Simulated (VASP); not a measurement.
# Mo in VASP: further runs, part 3 of 3

VASP 6.6.1.

### 5 Single point, LDA

This run uses another cell than the first one, of 65.72 Å³/atom, 1.622 times its volume.

Contents of INCAR:

```
SYSTEM = Mo
PREC = Accurate
ENCUT = 520
EDIFF = 1E-7
ISMEAR = -1
SIGMA = 0.1
LREAL = .False.
LASPH = .True.
NELM = 100
ALGO = Normal
ISIF = 2
LWAVE = .False.
LCHARG = .False.
LDIPOL = .True.
IDIPOL = 3
DIPOL = 0.5 0.5 0.500
GGA = CA
NBANDS = 43
```

Contents of KPOINTS:

```
Automatic mesh
0
Gamma
  9 9 1
  0 0 0
```

Contents of POSCAR:

```
Mo
1.0
    4.4006566667      0.0000000000      0.0000000000
   -2.2003283334      3.8110804667      0.0000000000
    0.0000000000      0.0000000000     19.5931000000
Mo
5
Direct
    0.8333333330      0.1666666670      0.4083064671
    0.1666666670      0.8333333330      0.4541532334
    0.5000000000      0.5000000000      0.5000000000
    0.8333333330      0.1666666670      0.5458467666
    0.1666666670      0.8333333330      0.5916935329
```

Potentials or basis: VASP PAW LDA potentials, release 64 (Mo_sv).

Run with:

```sh
$ cat potpaw_LDA.64/Mo_sv/POTCAR > POTCAR
$ mpirun -np 1 vasp_std > vasp.out
```

OUTCAR:

```text
SYSTEM = Mo
   PREC = Accurate
   ENCUT = 520
   EDIFF = 1E-7
   ISMEAR = -1
   LREAL = .False.
   LASPH = .True.
   NELM = 100
   ISIF = 2
   GGA = CA

 ion  position               nearest neighbor table
   1  0.833  0.167  0.408-   2 2.69   2 2.69   4 2.69   2 2.69   3 3.11   3 3.11   3 3.11
   2  0.167  0.833  0.454-   1 2.69   1 2.69   3 2.69   5 2.69   3 2.69   3 2.69   1 2.69   4 3.11
                             4 3.11   4 3.11
   3  0.500  0.500  0.500-   2 2.69   4 2.69   2 2.69   4 2.69   2 2.69   4 2.69   1 3.11   5 3.11
                             1 3.11   5 3.11   1 3.11   5 3.11
   4  0.833  0.167  0.546-   5 2.69   5 2.69   3 2.69   1 2.69   3 2.69   3 2.69   5 2.69   2 3.11
                             2 3.11   2 3.11
   5  0.167  0.833  0.592-   4 2.69   4 2.69   2 2.69   4 2.69   3 3.11   3 3.11   3 3.11

  LATTYP: Found a hexagonal cell.
 ALAT       =     4.4006566667
 C/A-ratio  =     4.4523127987

  Lattice vectors:

 A1 = (   4.4006566667,   0.0000000000,   0.0000000000)
 A2 = (  -2.2003283334,   3.8110804667,   0.0000000000)
 A3 = (   0.0000000000,   0.0000000000,  19.5931000000)

Analysis of symmetry for initial positions (statically):
=====================================================================
 Subroutine PRICEL returns:
 Original cell was already a primitive cell.

 Routine SETGRP: Setting up the symmetry group for a
 hexagonal supercell.

 Subroutine GETGRP returns: Found 12 space group operations
 (whereof  4 operations were pure point group operations)
 out of a pool of 24 trial point group operations.

The static configuration has the point symmetry C_2h.
 The point group associated with its full space group is D_3d.

Analysis of symmetry for dynamics (positions and initial velocities):
=====================================================================
 Subroutine PRICEL returns:
 Original cell was already a primitive cell.

 Routine SETGRP: Setting up the symmetry group for a
 hexagonal supercell.

 Subroutine GETGRP returns: Found 12 space group operations
 (whereof  4 operations were pure point group operations)
 out of a pool of 24 trial point group operations.

The dynamic configuration has the point symmetry C_2h.
 The point group associated with its full space group is D_3d.

 Subroutine INISYM returns: Found 12 space group operations
 (whereof  4 operations are pure point group operations),
 and found     1 'primitive' translations

----------------------------------------------------------------------------------------

                                     Primitive cell

  volume of cell :     328.6009

  direct lattice vectors                    reciprocal lattice vectors
     4.400656667  0.000000000  0.000000000     0.227238814  0.131196390  0.000000000
    -2.200328333  3.811080467  0.000000000     0.000000000  0.262392780  0.000000000
     0.000000000  0.000000000 19.593100000     0.000000000  0.000000000  0.051038376

  length of vectors
     4.400656667  4.400656667 19.593100000     0.262392780  0.262392780  0.051038376

  position of ions in fractional coordinates (direct lattice)
     0.833333333  0.166666667  0.408306467
     0.166666667  0.833333333  0.454153233
     0.500000000  0.500000000  0.500000000
     0.833333333  0.166666667  0.545846767
[... 48 lines left out ...]
  0.333333  0.222222  0.000000     12.000000
  0.333333  0.333333  0.000000      2.000000
   k-points           NKPTS =     12   k-points in BZ     NKDIM =     12   number of bands    NBANDS=     43
   number of dos      NEDOS =    301   number of ions     NIONS =      5
   total plane-waves  NPLWV = 194400
   dimension x,y,z NGX =    36 NGY =   36 NGZ =  150
   dimension x,y,z NGXF=    72 NGYF=   72 NGZF=  300
   ions per type =               5
   NGX,Y,Z   is equivalent  to a cutoff of  13.60, 13.60, 12.73 a.u.
   NGXF,Y,Z  is equivalent  to a cutoff of  27.20, 27.20, 25.45 a.u.
 SYSTEM =  Mo
   PREC   = accura    normal or accurate (medium, high low for compatibility)
   ISTART =      0    job   : 0-new  1-cont  2-samecut
   ICHARG =      2    charge: 1-file 2-atom 10-const
   ISPIN  =      1    spin polarized calculation?
   LNONCOLLINEAR =      F non collinear calculations
   LSORBIT =      F    spin-orbit coupling
   LASPH  =      T    aspherical Exc in radial PAW
   ENCUT  =  520.0 eV  38.22 Ry    6.18 a.u.   8.18  8.18 36.43*2*pi/ulx,y,z
   NELM   =    100;   NELMIN=  2; NELMDL= -5     # of ELM steps
   EDIFF  = 0.1E-06   stopping-criterion for ELM
   LREAL  =      F    real-space projection
   EDIFFG = 0.1E-05   stopping-criterion for IOM
   NSW    =      0    number of steps for IOM
   IBRION =     -1    ionic relax: 0-MD 1-quasi-New 2-CG
   NFREE  =      0    steps in history (QN), initial steepest desc. (CG)
   ISIF   =      2    stress and relaxation
   ISYM   =      2    0-nonsym 1-usesym 2-fastsym
   POTIM  = 0.5000    time-step for ionic-motion
   TEBEG  =    0.0;   TEEND  =   0.0 temperature during run
   PSTRESS=    0.0 pullay stress
   NELECT =      70.0000    total number of electrons
   NUPDOWN=      -1.0000    fix difference up-down
   EMIN   =  10.00;   EMAX   =-10.00  energy-range for DOS
   EFERMI =   0.00;   METHOD = LEGACY
   ISMEAR =    -1;   SIGMA  =   0.10  broadening in eV -4-tet -1-fermi 0-gaus
   EFERMI_NEDOS =   21; number of points for ismear=-14 and -15
   IALGO  =     38    algorithm
   IMIX   =      4    mixing-type and parameters
     AMIX     =   0.40;   BMIX     =  1.00
     AMIX_MAG =   1.60;   BMIX_MAG =  1.00
  volume/ion in A,a.u.               =      65.72       443.50
  Fermi-wavevector in a.u.,A,eV,Ry     =   0.977728  1.847637 13.006509  0.955951
  Thomas-Fermi vector in A             =   2.108448
   LORBIT       =      0    0 simple, 1 ext, 2 COOP (PROOUT), +10 PAW based schemes
   GGA     = CA    functional components
   LHFCALC =     F    Hartree Fock is set to
   AEXX    =    0.0000 exact exchange contribution
   IVDW    =     0    specifies the selected vdW correction
   LEPSILON=     F    determine dielectric tensor
   LRPA    =     F    only Hartree local field effects (RPA)
 non-spin polarized calculation
  energy-cutoff  :      520.00
  volume of cell :      328.60
 maximum number of plane-waves:      8872
 NGX is ok and might be reduce to    36
   NGX = 17   NGY = 17   NGZ = 73

 dipolmoment           0.000000      0.000000      0.000000 electrons x Angstroem

 number of electron      70.0000005 magnetization

 dipolmoment           0.000000      0.000000     -0.000000 electrons x Angstroem

 Free energy of the ion-electron system (eV)
  ---------------------------------------------------
  ext. energy  EPLUGINS =         0.00000000
  ---------------------------------------------------
  free energy    TOTEN  =       -52.63685676 eV

  energy without entropy =      -52.43528817  energy(sigma->0) =      -52.53607247

 E-fermi :  -0.0501     XC(G=0):  -4.5113

 val. band max:       -0.0818721233   @ k =   0.4444   0.1111   0.0000
 cond. band min:       0.0215438562   @ k =   0.2222   0.2222   0.0000
 fundamental gap:      0.1034159796
 Fermi energy:        -0.0501468788

 k-point     1 :       0.0000    0.0000    0.0000
  band No.  band energies     occupation
      1     -60.9815      2.00000
      2     -60.7197      2.00000
      3     -60.7039      2.00000
      4     -60.5701      2.00000
      5     -60.5053      2.00000
      6     -35.5223      2.00000
[... 541 lines left out ...]
     42       1.4124      0.00000
     43       1.7122      0.00000

------------------------ aborting loop because EDIFF is reached ----------------------------------------

 vacuum level on the upper side and lower side of the slab       (xc-potential included)        -0.098        -0.098

  FORCE on cell =-STRESS in cart. coord.  units (eV):
  Direction    XX          YY          ZZ          XY          YZ          ZX
  --------------------------------------------------------------------------------------
  -------------------------------------------------------------------------------------
  Total      -12.6985609    -12.6985609    -11.7646239      0.0000000      0.0000000     -0.0000000
  in kB      -61.9150645    -61.9150645    -57.3614166      0.0000000      0.0000000     -0.0000000
  external PRESSURE =     -60.3971818 kB  Pullay stress =       0.0000000 kB

 VOLUME and BASIS-vectors are now :
 -----------------------------------------------------------------------------
  energy-cutoff  :      520.00
  volume of cell :      328.60
      direct lattice vectors                 reciprocal lattice vectors
     4.400656667  0.000000000  0.000000000     0.227238814  0.131196390  0.000000000
    -2.200328333  3.811080467  0.000000000     0.000000000  0.262392780  0.000000000
     0.000000000  0.000000000 19.593100000     0.000000000  0.000000000  0.051038376

 POSITION                                       TOTAL-FORCE (eV/Angst)
 -----------------------------------------------------------------------------------
      3.30049      0.63518      7.99999         0.000000     -0.000000      2.875899
     -1.10016      3.17590      8.89827         0.000000      0.000000      0.775624
      1.10016      1.90554      9.79655         0.000000      0.000000      0.000000
      3.30049      0.63518     10.69483        -0.000000     -0.000000     -0.775624
     -1.10016      3.17590     11.59311        -0.000000      0.000000     -2.875899
 -----------------------------------------------------------------------------------
    total drift:                               -0.000019      0.000011     -0.000005

  FREE ENERGIE OF THE ION-ELECTRON SYSTEM (eV)
  ---------------------------------------------------
  free  energy   TOTEN  =       -52.6368567621 eV

  energy  without entropy=      -52.4352881729  energy(sigma->0) =      -52.53607247

 vacuum level on the upper side and lower side of the slab         3.910         3.910
```

OSZICAR:

```text
N       E                     dE             d eps       ncg     rms          rms(c)
DAV:   1     0.671241213206E+03    0.67124E+03   -0.42933E+04  1416   0.139E+03
DAV:   2    -0.321379950336E+02   -0.70338E+03   -0.68908E+03  1179   0.417E+02
DAV:   3    -0.573093078765E+02   -0.25171E+02   -0.24472E+02  1388   0.675E+01
DAV:   4    -0.580872598184E+02   -0.77795E+00   -0.75616E+00  1336   0.903E+00
[... 18 lines left out ...]
DAV:  23    -0.526368460476E+02   -0.18419E-04   -0.15740E-06  1000   0.375E-03    0.116E-03
DAV:  24    -0.526368541451E+02   -0.80974E-05   -0.70387E-07   933   0.276E-03    0.213E-04
DAV:  25    -0.526368564973E+02   -0.23522E-05   -0.15236E-07   824   0.812E-04    0.295E-04
DAV:  26    -0.526368566703E+02   -0.17308E-06   -0.93792E-09   696   0.602E-04    0.874E-05
DAV:  27    -0.526368567621E+02   -0.91719E-07   -0.46842E-09   644   0.268E-04
   1 F= -.52636857E+02 E0= -.52536072E+02  d E =-.201569E+00
```

stdout:

```text
POSCAR found type information on POSCAR Mo
 POSCAR found :  1 types and       5 ions
 scaLAPACK will be used
 LDA part: xc-table for (Slater(with rela. corr.)+CA(PZ))
 , standard interpolation
 POSCAR, INCAR and KPOINTS ok, starting setup
 FFT: planning ... GRIDC
 FFT: planning ... GRID_SOFT
 FFT: planning ... GRID
 WAVECAR not read
 entering main loop
```

Run time: 5.7 min. Hardware: 1 thread of Intel Xeon 6975P-C, shared host; peak memory 0.4 GiB.

What came out:

```
Free energy            : -52.6369 eV
Largest force          : 2.876 eV/Å
Band gap on the k mesh : zero (band 35 reaches -0.08 eV, above the bottom of band 36 at -0.10 eV)
```

Forces on the atoms (eV/Å):
```
Mo   0.000  0.000  2.876
Mo   0.000  0.000  0.776
Mo   0.000  0.000  0.000
Mo   0.000  0.000 -0.776
Mo   0.000  0.000 -2.876
```

### 6 Single point, LDA

This run uses another cell than the first one, of 65.72 Å³/atom, 1.622 times its volume.

Contents of INCAR:

```
ALGO     = Normal         # electronic algorithm
DIPOL    = 0.5 0.5 0.500
EDIFF    = 1E-6           # SCF threshold, eV
ENCUT    = 520            # plane-wave cutoff, eV
GGA      = CA             # functional
IDIPOL   = 3            
ISIF     = 2              # what is computed and relaxed
ISMEAR   = -1             # smearing method
LASPH    = T              # aspherical terms in the spheres
LCHARG   = T              # write CHGCAR
LDIPOL   = T            
LELF     = T              # ELF
LREAL    = F              # projectors in reciprocal space
LVACPOTAV= T            
LVHAR    = T            
LWAVE    = F              # write WAVECAR
NBANDS   = 43             # bands
NELM     = 100            # most SCF steps
PREC     = Accurate       # precision mode
SIGMA    = 0.1            # smearing width, eV
```

Contents of KPOINTS:

```
k-points
0
Gamma
  9 9 1
```

Contents of POSCAR:

```
Mo
1.0
    4.4006566667      0.0000000000      0.0000000000
   -2.2003283334      3.8110804667      0.0000000000
    0.0000000000      0.0000000000     19.5931000000
Mo
5
Direct
    0.8333333333      0.1666666667      0.4214869293
    0.1666666667      0.8333333333      0.4573659608
    0.5000000000      0.5000000000      0.4999999551
    0.8333333333      0.1666666667      0.5426340639
    0.1666666667      0.8333333333      0.5785130908
```

Potentials or basis: VASP PAW LDA potentials, release 64 (Mo_sv).

Run with:

```sh
$ cat potpaw_LDA.64/Mo_sv/POTCAR > POTCAR
$ mpirun -np 1 vasp_std > vasp.out
```

Wall time 5.8 min (1 thread of Intel Xeon 6975P-C, shared host); peak memory 0.4 GiB.

Results (log left out):

```
Free energy            : -53.5590 eV
Largest force          : 0.152 eV/Å
Band gap on the k mesh : zero (band 35 reaches -0.21 eV, above the bottom of band 36 at -0.26 eV)
```

Forces in eV/Å, atoms in the order of the input:
```
Mo   0.000  0.000 -0.152
Mo   0.000  0.000 -0.132
Mo   0.000  0.000  0.000
Mo   0.000  0.000  0.132
Mo   0.000  0.000  0.152
```

Levels at points of the mesh, in eV from the Fermi level:
```tsv
k point	band 32	band 33	band 34	band 35	band 36	band 37	band 38	band 39
(0.00, 0.00, 0.00)	-1.67	-1.55	-1.25	-1.25	0.16	0.87	0.87	1.14
```
